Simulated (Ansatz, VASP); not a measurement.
Two plane-wave programs on CdGeAs2

```
Cd Ge As
1.0
    -2.97079    2.97079    5.65757
     2.97079   -2.97079    5.65757
     2.97079    2.97079   -5.65757
Cd Ge As
2 2 4
Direct
  0.25000 0.75000 0.50000
  0.50000 0.50000 0.00000
  0.00000 0.00000 0.00000
  0.75000 0.25000 0.50000
  0.87500 0.34975 0.97475
  0.65025 0.62500 0.52525
  0.37500 0.90025 0.02525
  0.09975 0.12500 0.47475
```

Alike in both runs: functional PBEsol; k mesh 8 × 8 × 8; occupations gaussian, width 0.01 eV; no spin polarisation.

Ansatz relaxed the structure, and its values are those at the end. VASP's run is a single point on that final structure, the one shown.

|  | VASP | Ansatz |
| --- | --- | --- |
| version | VASP 6.6.1 | Ansatz 0.2.0 |
| potentials or method | VASP PAW PBE potentials, release 64 (Cd, Ge_d, As), cutoff 520 eV | scalar-relativistic, plane waves, PAW |
| valence electrons in the cell | 72 | 128 |

|  | VASP | Ansatz | Ansatz less VASP |
| --- | --- | --- | --- |
| gap on the k mesh at the Fermi level (eV) | 0.13 | 0.13 | 0.000 |
| least direct gap on the mesh (eV) | 0.21 | 0.21 | +0.002 |
| pressure (GPa) | 0.2 | 0.0 | -0.25 |
| rms of the force components (eV/Å) | 0.005 | 0.000 | -0.0043 |

VASP's potentials were made for PBE, not for PBEsol. VASP's potentials hold 72 valence electrons a cell and Ansatz's 128, so a difference there can come from the potentials and not from the codes.
